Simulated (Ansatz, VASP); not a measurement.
## O: VASP beside Ansatz

The input INCAR:

```
SYSTEM = O
PREC = Accurate
ENCUT = 520
EDIFF = 1E-8
ISMEAR = -1
SIGMA = 0.03
LREAL = .FALSE.
LASPH = .TRUE.
NELM = 100
ALGO = Normal
ISIF = 2
LWAVE = .FALSE.
LCHARG = .FALSE.
GGA = PE
LEFG = .TRUE.
NBANDS = 13
```

KPOINTS

```
Automatic mesh
0
G
  12 12 12
  0 0 0
```

File POSCAR:

```
O
1.0
    0.0000000000      2.1075500000      3.3448500000
    1.4783500000      0.0000000000      3.3448500000
    1.4783500000      2.1075500000      0.0000000000
O
2
Direct
    0.0871000000      0.0871000000      0.9129000000
    0.9129000000      0.9129000000      0.0871000000
```

Input for Ansatz:

```yaml
crystal:
  lattice:
    - [0.0, 2.10755, 3.34485]
    - [1.47835, 0.0, 3.34485]
    - [1.47835, 2.10755, 0.0]
  atoms:
    - { symbol: O, position: [0.0871, 0.0871, 0.9129] }
    - { symbol: O, position: [0.9129, 0.9129, 0.0871] }
kpoints:
  mp_grid: { grid: [12, 12, 12] }
  band_path:
    path:
      - [0.0, 0.0, 0.0]
      - [0.5, 0.0, 0.5]
      - [1.0, 0.5, 0.5]
      - [0.5, 0.5, 0.0]
      - [0.0, 0.0, 0.0]
      - [0.0, 0.4218456627, 0.4218456627]
      - [1.0, 0.5781543373, 0.5781543373]
      - [1.0, 0.5, 0.5]
      - [0.5, 0.0, 0.5]
    npoints: 8
scf:
  occupations: { method: fermi_dirac, width: 0.03 }
hamiltonian:
  xc: pbe
  pseudopotentials: { kind: paw }
output:
  forces: true
  stress: true
  eigenvalues: true
  efg: { contact_densities: true }
  populations: true
  bader: true
  dos: { projected: true, de: 0.2, e_range: [-14, 8] }
```

Alike in both runs: task electric field gradients; functional PBE; k mesh 12 × 12 × 12; occupations fermi-dirac, width 0.03 eV; no spin polarisation.

```csv
,VASP,Ansatz
version,VASP 6.6.1,Ansatz 0.2.0
potentials or method,"VASP PAW PBE potentials, release 64 (O)","PAW with Ansatz's default frozen-core files, scalar-relativistic"
plane-wave cutoff (eV),520,420
valence electrons in the cell,12,12
```

Ansatz gave:

* pressure (GPa): 12.9
* traceless stress, the component that is largest in VASP (GPa): 32.25
* rms of the force components (eV/Å): 2.183
* size of Vzz on the site where it differs most (V/Å²): 112.6

Q: Estimate VASP's values.

A: Pressure (GPa): 18.2; traceless stress, the component that is largest in VASP (GPa): 43.75; rms of the force components (eV/Å): 3.317; size of Vzz on the site where it differs most (V/Å²): 113.4.

Atom by atom the forces differ by 1.134 eV/Å (rms over components).

Noted on VASP's run: the standard files for N, O and F lose accuracy on very short bonds; spin is off for a triplet molecule.
